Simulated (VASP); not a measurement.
Sn, 1 atom in the cell. Symmetry: Immm, No. 71, orthorhombic system. The conventional cell has a = 3.476 Å, b = 3.575 Å, c = 4.615 Å, α = 90.00°, β = 90.00°, γ = 90.00°. Sn (site symmetry mmm) has 14 Sn at 3.40 to 4.61 Å within 4.7 Å. 

| Quantity | Value |
| --- | --- |
| Program | VASP 6.6.1 |
| Task | single point |
| Functional | PBEsol |
| Potentials or basis | VASP PAW PBE potentials, release 64 (Sn_d) |
| Cutoff | 520 eV |
| k mesh | 14 × 14 × 14 |
| Occupations | methfessel-paxton, width 0.15 eV |
| Spin | no spin polarisation |
| Dipole correction | no |
| Further INCAR settings | ALGO = Normal; EDIFF = 1e-06; NBANDS = 13 |

Potentials or basis: VASP PAW PBE potentials, release 64 (Sn_d).

The run is started by

```console
$ cat potpaw_PBE.64/Sn_d/POTCAR > POTCAR
$ mpirun -np 1 vasp_std > vasp.out
```

Hardware: 1 thread of AMD EPYC 9R45 96-Core Processor (Zen 5) (shared host).

Problem. How long does it take, and how much memory?

Solution. Wall time 64 s on 1 thread of AMD EPYC 9R45 96-Core Processor (Zen 5), on a shared host, peak memory 0.24 GiB. Counts: scf iterations 10, k points 428.
